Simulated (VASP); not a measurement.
# Si4F (P6/mmm) in VASP: a series of runs

The runs below take Si4F through single point, relaxation of cell and atoms, with PBE.

Program: VASP 6.6.1. These are calculated values, not measurements. Logs are shortened: lines on timing, memory, paths and dates and some standing lists are left out, and cuts for length are marked.

## (1) The cell of the first run

Symmetry: P6/mmm, No. 191, hexagonal system. Conventional cell: a = 5.232 Å, b = 5.232 Å, c = 3.934 Å, α = 90.00°, β = 90.00°, γ = 120.00°. Si (site symmetry 6/mmm) has 2 F at 1.97 Å within 2.6 Å. Si (site symmetry mmm) has 2 F at 2.62 Å and 8 Si at 2.62 to 3.27 Å within 3.5 Å. Within 2.7 Å of F (site symmetry 6/mmm) lie 8 Si at 1.97 to 2.62 Å.

The cell was generated, and may not be a known phase.

## (2) Single point, PBE

Input file INCAR:

```
PREC = Accurate ; ENCUT = 520
EDIFF = 1E-6 ; ISMEAR = 0
SIGMA = 0.1 ; LREAL = False
LASPH = True ; NELM = 80
ALGO = Normal ; ISIF = 2
LWAVE = False ; LCHARG = False
GGA = PE ; NBANDS = 20
```

Input file KPOINTS:

```
regular mesh
0
Gamma
  12 12 10
```

Input file POSCAR:

```
Si4F
1.0
    5.2321928300      0.0000000000      0.0000000000
   -2.6160964150      4.5312119083      0.0000000000
    0.0000000000      0.0000000000      3.9341908331
Si F
4 1
Direct
    0.0000000000      0.0000000000      0.5000000000
    0.5000000000      0.0000000000      0.0000000000
    0.0000000000      0.5000000000      0.0000000000
    0.5000000000      0.5000000000      0.0000000000
    0.0000000000      0.0000000000      0.0000000000
```

Potentials or basis: VASP PAW PBE potentials, release 64 (Si, F).

Started as:

```
$ cat potpaw_PBE.64/Si/POTCAR potpaw_PBE.64/F/POTCAR > POTCAR
$ mpirun -np 1 vasp_std > vasp.out
```

OUTCAR:

```text
PREC = Accurate
   ENCUT = 520
   EDIFF = 1E-6
   ISMEAR = 0
   LREAL = False
   LASPH = True
   NELM = 80
   ISIF = 2
   GGA = PE

 ion  position               nearest neighbor table
   1  0.000  0.000  0.500-   5 1.97   5 1.97
   2  0.500  0.000  0.000-   3 2.62   4 2.62   4 2.62   3 2.62
   3  0.000  0.500  0.000-   4 2.62   4 2.62   2 2.62   2 2.62
   4  0.500  0.500  0.000-   3 2.62   3 2.62   2 2.62   2 2.62
   5  0.000  0.000  0.000-   1 1.97   1 1.97

  LATTYP: Found a hexagonal cell.
 ALAT       =     5.2321928300
 C/A-ratio  =     0.7519200765

  Lattice vectors:

 A1 = (   5.2321928300,   0.0000000000,   0.0000000000)
 A2 = (  -2.6160964150,   4.5312119083,   0.0000000000)
 A3 = (   0.0000000000,   0.0000000000,   3.9341908331)

Analysis of symmetry for initial positions (statically):
=====================================================================
 Subroutine PRICEL returns:
 Original cell was already a primitive cell.

 Routine SETGRP: Setting up the symmetry group for a
 hexagonal supercell.

 Subroutine GETGRP returns: Found 24 space group operations
 (whereof 24 operations were pure point group operations)
 out of a pool of 24 trial point group operations.

The static configuration has the point symmetry D_6h.

Analysis of symmetry for dynamics (positions and initial velocities):
=====================================================================
 Subroutine PRICEL returns:
 Original cell was already a primitive cell.

 Routine SETGRP: Setting up the symmetry group for a
 hexagonal supercell.

 Subroutine GETGRP returns: Found 24 space group operations
 (whereof 24 operations were pure point group operations)
 out of a pool of 24 trial point group operations.

The dynamic configuration has the point symmetry D_6h.

 Subroutine INISYM returns: Found 24 space group operations
 (whereof 24 operations are pure point group operations),
 and found     1 'primitive' translations

----------------------------------------------------------------------------------------

                                     Primitive cell

  volume of cell :      93.2725

  direct lattice vectors                    reciprocal lattice vectors
     5.232192830  0.000000000  0.000000000     0.191124454  0.110345755  0.000000000
    -2.616096415  4.531211908  0.000000000     0.000000000  0.220691510  0.000000000
     0.000000000  0.000000000  3.934190833     0.000000000  0.000000000  0.254181874

  length of vectors
     5.232192830  5.232192830  3.934190833     0.220691510  0.220691510  0.254181874

  position of ions in fractional coordinates (direct lattice)
     0.000000000  0.000000000  0.500000000
     0.500000000  0.000000000  0.000000000
     0.000000000  0.500000000  0.000000000
     0.500000000  0.500000000  0.000000000
     0.000000000  0.000000000  0.000000000

  ion indices of the primitive-cell ions
   primitive index   ion index
                 1           1
                 2           2
                 3           3
                 4           4
                 5           5

----------------------------------------------------------------------------------------

 KPOINTS: regular mesh

Automatic generation of k-mesh.
 Grid dimensions read from file:
 generate k-points for:   12   12   10

 Generating k-lattice:

  Cartesian coordinates                     Fractional coordinates (reciprocal lattice)
     0.015927038  0.009195480  0.000000000     0.083333333 -0.000000000  0.000000000
     0.000000000  0.018390959  0.000000000     0.000000000  0.083333333  0.000000000
     0.000000000  0.000000000  0.025418187     0.000000000  0.000000000  0.100000000

  Length of vectors
     0.018390959  0.018390959  0.025418187

  Shift w.r.t. Gamma in fractional coordinates (k-lattice)
     0.000000000  0.000000000  0.000000000

 Subroutine IBZKPT returns following result:
 ===========================================

 Found    114 irreducible k-points:

 Following reciprocal coordinates:
            Coordinates               Weight
  0.000000  0.000000  0.000000      1.000000
  0.083333  0.000000  0.000000      6.000000
  0.166667 -0.000000  0.000000      6.000000
  0.250000 -0.000000  0.000000      6.000000
  0.333333 -0.000000  0.000000      6.000000
  0.416667  0.000000  0.000000      6.000000
[... 16 lines left out ...]
  0.250000 -0.000000  0.100000     12.000000
  0.333333 -0.000000  0.100000     12.000000
 [... further k-points ...]
   k-points           NKPTS =    114   k-points in BZ     NKDIM =    114   number of bands    NBANDS=     20
   number of dos      NEDOS =    301   number of ions     NIONS =      5
   total plane-waves  NPLWV =  48000
   dimension x,y,z NGX =    40 NGY =   40 NGZ =   30
   dimension x,y,z NGXF=    80 NGYF=   80 NGZF=   60
   ions per type =               4   1
   NGX,Y,Z   is equivalent  to a cutoff of  12.71, 12.71, 12.68 a.u.
   NGXF,Y,Z  is equivalent  to a cutoff of  25.42, 25.42, 25.35 a.u.
 SYSTEM =  unknown system
   PREC   = accura    normal or accurate (medium, high low for compatibility)
   ISTART =      0    job   : 0-new  1-cont  2-samecut
   ICHARG =      2    charge: 1-file 2-atom 10-const
   ISPIN  =      1    spin polarized calculation?
   LNONCOLLINEAR =      F non collinear calculations
   LSORBIT =      F    spin-orbit coupling
   LASPH  =      T    aspherical Exc in radial PAW
   ENCUT  =  520.0 eV  38.22 Ry    6.18 a.u.   9.73  9.73  7.31*2*pi/ulx,y,z
   NELM   =     80;   NELMIN=  2; NELMDL= -5     # of ELM steps
   EDIFF  = 0.1E-05   stopping-criterion for ELM
   LREAL  =      F    real-space projection
   EDIFFG = 0.1E-04   stopping-criterion for IOM
   NSW    =      0    number of steps for IOM
   IBRION =     -1    ionic relax: 0-MD 1-quasi-New 2-CG
   NFREE  =      0    steps in history (QN), initial steepest desc. (CG)
   ISIF   =      2    stress and relaxation
   ISYM   =      2    0-nonsym 1-usesym 2-fastsym
   POTIM  = 0.5000    time-step for ionic-motion
   TEBEG  =    0.0;   TEEND  =   0.0 temperature during run
   PSTRESS=    0.0 pullay stress
   NELECT =      23.0000    total number of electrons
   NUPDOWN=      -1.0000    fix difference up-down
   EMIN   =  10.00;   EMAX   =-10.00  energy-range for DOS
   EFERMI =   0.00;   METHOD = LEGACY
   ISMEAR =     0;   SIGMA  =   0.10  broadening in eV -4-tet -1-fermi 0-gaus
   EFERMI_NEDOS =   21; number of points for ismear=-14 and -15
   IALGO  =     38    algorithm
   IMIX   =      4    mixing-type and parameters
     AMIX     =   0.40;   BMIX     =  1.00
     AMIX_MAG =   1.60;   BMIX_MAG =  1.00
  volume/ion in A,a.u.               =      18.65       125.89
  Fermi-wavevector in a.u.,A,eV,Ry     =   1.026596  1.939985 14.339173  1.053899
  Thomas-Fermi vector in A             =   2.160497
   LORBIT       =      0    0 simple, 1 ext, 2 COOP (PROOUT), +10 PAW based schemes
   GGA     = PE    functional components
   LHFCALC =     F    Hartree Fock is set to
   AEXX    =    0.0000 exact exchange contribution
   IVDW    =     0    specifies the selected vdW correction
   LEPSILON=     F    determine dielectric tensor
   LRPA    =     F    only Hartree local field effects (RPA)
 non-spin polarized calculation
 Gauss-broadening in eV      SIGMA  =   0.10
  energy-cutoff  :      520.00
  volume of cell :       93.27
 maximum number of plane-waves:      2532
 NGX is ok and might be reduce to    40
   NGX = 19   NGY = 19   NGZ = 15

 number of electron      22.9999984 magnetization

 Free energy of the ion-electron system (eV)
  ---------------------------------------------------
  ext. energy  EPLUGINS =         0.00000000
  ---------------------------------------------------
  free energy    TOTEN  =       -20.59280254 eV

  energy without entropy =      -20.57986903  energy(sigma->0) =      -20.58633579

 E-fermi :   5.3569     XC(G=0):  -9.6022

 val. band max:        5.3532720188   @ k =   0.4167   0.0833   0.0000
 cond. band min:       5.3613830895   @ k =   0.2500   0.0833   0.2000
 fundamental gap:      0.0081110707
 Fermi energy:         5.3568533087

 k-point     1 :       0.0000    0.0000    0.0000
  band No.  band energies     occupation
      1     -20.1853      2.00000
      2      -5.2994      2.00000
      3      -3.5896      2.00000
      4      -2.3893      2.00000
      5      -2.3893      2.00000
      6       0.4497      2.00000
[... 12 lines left out ...]
     19      11.5924      0.00000
     20      11.9984      0.00000

 k-point     2 :       0.0833    0.0000    0.0000
  band No.  band energies     occupation
      1     -20.1849      2.00000
      2      -5.2827      2.00000
      3      -3.5880      2.00000
      4      -2.4229      2.00000
      5      -2.3929      2.00000
      6      -0.1430      2.00000
[... 12 lines left out ...]
     19      11.7501      0.00000
     20      12.2628      0.00000

 k-point     3 :       0.1667   -0.0000    0.0000
  band No.  band energies     occupation
      1     -20.1840      2.00000
      2      -5.2324      2.00000
      3      -3.5837      2.00000
      4      -2.5091      2.00000
      5      -2.4403      2.00000
      6      -0.6798      2.00000
[... 12 lines left out ...]
     19      11.6283      0.00000
     20      12.1905      0.00000

 k-point     4 :       0.2500   -0.0000    0.0000
  band No.  band energies     occupation
      1     -20.1828      2.00000
      2      -5.1506      2.00000
      3      -3.5779      2.00000
      4      -2.6159      2.00000
      5      -2.6118      2.00000
      6      -0.9290      2.00000
[... 429 lines left out ...]
 k-point    23 :       0.2500   -0.0000    0.1000
  band No.  band energies     occupation
      1     -20.1779      2.00000
      2      -5.1175      2.00000
      3      -3.7751      2.00000
      4      -2.5880      2.00000
      5      -2.5258      2.00000
      6      -0.8940      2.00000
[... 12 lines left out ...]
     19      11.4765      0.00000
     20      11.7201      0.00000

 k-point    24 :       0.3333   -0.0000    0.1000
  band No.  band energies     occupation
      1     -20.1768      2.00000
      2      -5.0106      2.00000
      3      -3.8009      2.00000
      4      -2.7707      2.00000
      5      -2.6833      2.00000
      6      -0.8591      2.00000
[... 12 lines left out ...]
     19      11.1927      0.00000
     20      11.5882      0.00000

 [... further k-points ...]
[... 5 lines left out ...]
  --------------------------------------------------------------------------------------
  -------------------------------------------------------------------------------------
  Total       -0.0245033     -0.0245033      0.0416921      0.0000000     -0.0000000     -0.0000000
  in kB       -0.4209030     -0.4209030      0.7161608      0.0000000     -0.0000000     -0.0000000
  external PRESSURE =      -0.0418818 kB  Pullay stress =       0.0000000 kB

 VOLUME and BASIS-vectors are now :
 -----------------------------------------------------------------------------
  energy-cutoff  :      520.00
  volume of cell :       93.27
      direct lattice vectors                 reciprocal lattice vectors
     5.232192830  0.000000000  0.000000000     0.191124454  0.110345755  0.000000000
    -2.616096415  4.531211908  0.000000000     0.000000000  0.220691510  0.000000000
     0.000000000  0.000000000  3.934190833     0.000000000  0.000000000  0.254181874

 POSITION                                       TOTAL-FORCE (eV/Angst)
 -----------------------------------------------------------------------------------
      0.00000      0.00000      1.96710        -0.000000      0.000000      0.000000
      2.61610      0.00000      0.00000         0.000000      0.000000      0.000000
     -1.30805      2.26561      0.00000        -0.000000      0.000000      0.000000
      1.30805      2.26561      0.00000        -0.000000      0.000000      0.000000
      0.00000      0.00000      0.00000         0.000000      0.000000      0.000000
 -----------------------------------------------------------------------------------
    total drift:                                0.000000     -0.000000     -0.000000

  FREE ENERGIE OF THE ION-ELECTRON SYSTEM (eV)
  ---------------------------------------------------
  free  energy   TOTEN  =       -20.5928025438 eV

  energy  without entropy=      -20.5798690321  energy(sigma->0) =      -20.58633579
```

It took 2.2 min on 1 thread of Intel Xeon Platinum 8259CL at 2.50GHz (Skylake/Cascade Lake), shared host; peak memory 0.31 GiB.

What came out:

```
Free energy            : -20.5928 eV
Pressure               : 0.0 GPa
Band gap on the k mesh : zero (an odd number of electrons rules out a gap without spin polarisation)
```

Stress tensor (GPa, compression positive):
```
-0.04  0.00  0.00
 0.00 -0.04  0.00
 0.00  0.00  0.07
```

Levels at points of the mesh, in eV from the Fermi level:
```
           k point  band 8  band 9  band 10  band 11  band 12  band 13  band 14  band 15  band 16  band 17
(0.00, 0.00, 0.00)   -4.68   -4.68    -1.13    -1.13    -0.63     3.35     3.35     3.72     3.72     4.34
(0.50, 0.00, 0.00)   -3.90   -1.62    -0.01     0.51     0.72     1.27     1.41     2.47     2.64     2.99
(0.00, 0.00, 0.50)   -4.01   -4.01    -0.44    -0.44    -0.10    -0.10     0.01     0.82     0.82     3.25
(0.50, 0.00, 0.50)   -3.36   -3.14    -2.73    -1.51    -0.35     1.28     2.08     3.14     3.41     3.70
```

Caveat: an odd number of electrons without spin polarisation forces a metal; a magnetic or distorted state may lie lower.

## (3) Single point, PBE, collinear spin

Input file INCAR:

```
SYSTEM = Si4F
PREC = Accurate
ENCUT = 520
EDIFF = 1E-6
ISMEAR = 0
SIGMA = 0.1
LREAL = .False.
LASPH = .True.
NELM = 150
ALGO = Normal
ISIF = 2
LWAVE = .False.
LCHARG = .False.
ISPIN = 2
MAGMOM = 0 0 0 0 1
LORBIT = 11
GGA = PE
NBANDS = 24
```

Input file KPOINTS:

```
Automatic mesh
0
Gamma
  6 6 4
  0 0 0
```

Changes to POSCAR since step 2:

```diff
@@ -2,5 +2,5 @@
 1.0
-    5.2321928300      0.0000000000      0.0000000000
-   -2.6160964150      4.5312119083      0.0000000000
-    0.0000000000      0.0000000000      3.9341908331
+    5.1910653086      0.0000000000      0.0000000000
+   -2.5955326543      4.4955944300      0.0000000000
+    0.0000000000      0.0000000000      4.0025036778
 Si F
```

Potentials or basis: VASP PAW PBE potentials, release 64 (Si, F).

Started as:

```
$ cat potpaw_PBE.64/Si/POTCAR potpaw_PBE.64/F/POTCAR > POTCAR
$ mpirun -np 1 vasp_std > vasp.out
```

OUTCAR:

```text
SYSTEM = Si4F
   PREC = Accurate
   ENCUT = 520
   EDIFF = 1E-6
   ISMEAR = 0
   LREAL = .False.
   LASPH = .True.
   NELM = 150
   ISIF = 2
   ISPIN = 2
   LORBIT = 11
   GGA = PE

 ion  position               nearest neighbor table
   1  0.000  0.000  0.500-   5 2.00   5 2.00
   2  0.500  0.000  0.000-   3 2.60   4 2.60   4 2.60   3 2.60
   3  0.000  0.500  0.000-   4 2.60   4 2.60   2 2.60   2 2.60
   4  0.500  0.500  0.000-   3 2.60   3 2.60   2 2.60   2 2.60
   5  0.000  0.000  0.000-   1 2.00   1 2.00

  LATTYP: Found a hexagonal cell.
 ALAT       =     5.1910653086
 C/A-ratio  =     0.7710370492

  Lattice vectors:

 A1 = (   5.1910653086,   0.0000000000,   0.0000000000)
[... 1319 lines left out ...]

 POSITION                                       TOTAL-FORCE (eV/Angst)
 -----------------------------------------------------------------------------------
      0.00000      0.00000      2.00125         0.000000      0.000000      0.000000
      2.59553      0.00000      0.00000         0.000000      0.000000      0.000000
     -1.29777      2.24780      0.00000         0.000000      0.000000      0.000000
      1.29777      2.24780      0.00000        -0.000000      0.000000      0.000000
      0.00000      0.00000      0.00000         0.000000      0.000000      0.000000
 -----------------------------------------------------------------------------------
    total drift:                                0.000000     -0.000000     -0.000000

  FREE ENERGIE OF THE ION-ELECTRON SYSTEM (eV)
  ---------------------------------------------------
  free  energy   TOTEN  =       -20.5095701456 eV

  energy  without entropy=      -20.4967305188  energy(sigma->0) =      -20.50315033

 total charge

# of ion       s       p       d       tot
------------------------------------------
    1        0.943   0.493   0.000   1.436
    2        0.877   0.657   0.000   1.534
    3        0.877   0.657   0.000   1.534
    4        0.877   0.657   0.000   1.534
    5        1.767   4.346   0.000   6.113
--------------------------------------------------
tot          5.341   6.810   0.000  12.152

 magnetization (x)

# of ion       s       p       d       tot
------------------------------------------
    1        0.000  -0.000   0.000  -0.000
    2       -0.000  -0.000   0.000  -0.000
    3       -0.000  -0.000   0.000  -0.000
    4       -0.000  -0.000   0.000  -0.000
    5        0.000   0.000   0.000   0.000
--------------------------------------------------
tot         -0.000  -0.000   0.000  -0.000
```

Run time: 77 s. Hardware: 1 thread of Intel Xeon Platinum 8259CL at 2.50GHz (Skylake/Cascade Lake), shared host; peak memory 0.26 GiB.

Results:

| Property | Result |
| --- | --- |
| Free energy | -20.5096 eV |
| Pressure | 0.1 GPa |
| Net moment | 0.00 μB per cell |
| Valence electrons inside the program's atomic spheres | Si 1.44, 1.53 (each value once); F 6.11 |

Caveat: the k points lie up to 0.39 Å⁻¹ apart.

## (4) Relaxation of cell and atoms, PBE

Input file INCAR:

```
PREC = Accurate
ENCUT = 600
EDIFF = 1E-6
ISMEAR = 0
SIGMA = 0.1
LREAL = F
LASPH = T
NELM = 100
ALGO = Normal
ISIF = 3
LWAVE = F
LCHARG = F
GGA = PE
IBRION = 2
NSW = 100
EDIFFG = -0.01
```

Input file KPOINTS:

```
regular mesh
0
Gamma
  12 12 10
```

POSCAR is that of step 3.

Started as:

```
$ cat potpaw_PBE.64/Si/POTCAR potpaw_PBE.64/F/POTCAR > POTCAR
$ mpirun -np 1 vasp_std > vasp.out
```

Run time: 8.1 min. Hardware: 1 thread of Intel Xeon Platinum 8259CL at 2.50GHz (Skylake/Cascade Lake), shared host; peak memory 0.34 GiB.

The run converged. Its results:

* Free energy: -20.5956 eV
* Relaxed volume: 18.63 Å³/atom
* Relaxed cell: a = 5.225 Å, b = 5.225 Å, c = 3.940 Å, α = 90.00°, β = 90.00°, γ = 120.00°
* Space group after relaxing (to 0.1 Å): P6/mmm (No. 191)
* Energy gained by relaxing: 1.1 meV/atom
* Ionic steps: 5
* Pressure after relaxing: 0.1 GPa
* Band gap on the k mesh: zero (an odd number of electrons rules out a gap without spin polarisation)

The path:
```tsv
step	energy change (eV)	largest force (eV/Å)	pressure (GPa)	volume (Å³)
1	0.0000	0.0000	0.26	93.41
2	-0.0034	0.0000	-0.13	93.81
3	-0.0041	0.0000	-0.38	94.10
4	-0.0054	0.0000	-0.13	93.56
5	-0.0056	0.0000	0.06	93.17
```

Final structure:
```xyz
5
Lattice="5.2255 0.0000 0.0000 -2.6127 4.5254 0.0000 0.0000 0.0000 3.9399" Properties=species:S:1:pos:R:3 pbc="T T T"
Si    0.0000    0.0000    1.9700
Si    2.6127    0.0000    0.0000
Si   -1.3064    2.2627    0.0000
Si    1.3064    2.2627    0.0000
F     0.0000    0.0000    0.0000
```

Levels at points of the mesh, in eV from the Fermi level:
| k point | band 9 | band 10 | band 11 | band 12 | band 13 | band 14 | band 15 |
| --- | --- | --- | --- | --- | --- | --- | --- |
| (0.00, 0.00, 0.00) | -4.67 | -1.12 | -1.12 | -0.65 | 3.34 | 3.34 | 3.72 |
| (0.50, 0.00, 0.00) | -1.62 | -0.04 | 0.50 | 0.72 | 1.25 | 1.42 | 2.47 |
| (0.00, 0.00, 0.50) | -4.01 | -0.44 | -0.44 | -0.09 | -0.09 | 0.00 | 0.84 |
| (0.50, 0.00, 0.50) | -3.15 | -2.74 | -1.51 | -0.35 | 1.28 | 2.09 | 3.16 |

Caveat: an odd number of electrons without spin polarisation forces a metal; a magnetic or distorted state may lie lower.

## (5) Summary

| task | spin | cell | k mesh | cutoff (eV) | gap on the mesh (eV) | pressure (GPa) |
| --- | --- | --- | --- | --- | --- | --- |
| single point | off | a = 5.232, b = 5.232, c = 3.934 Å, angles 90.0, 90.0, 120.0°, 5 atoms | 12 × 12 × 10 | 520 | none | 0.0 |
| single point | collinear | a = 5.191, b = 5.191, c = 4.003 Å, angles 90.0, 90.0, 120.0°, 5 atoms | 6 × 6 × 4 | 520 | none | 0.1 |
| relaxation of cell and atoms | off | relaxed from a = 5.191, b = 5.191, c = 4.003 Å, angles 90.0, 90.0, 120.0°, 5 atoms | 12 × 12 × 10 | 600 | none | 0.1 |

Alike in all rows: level PBE; potentials or basis VASP PAW PBE potentials, release 64 (Si, F); smearing gaussian 0.1 eV.

Caveats: some runs use coarse meshes; an odd number of electrons without spin polarisation forces a metal (at least some runs); a magnetic or distorted state may lie lower (at least some runs).

Total energies depend on the potentials used, so only differences within one code and one set of settings carry meaning.

The gap in the log of VASP goes by the Fermi energy; the results here count the filled bands.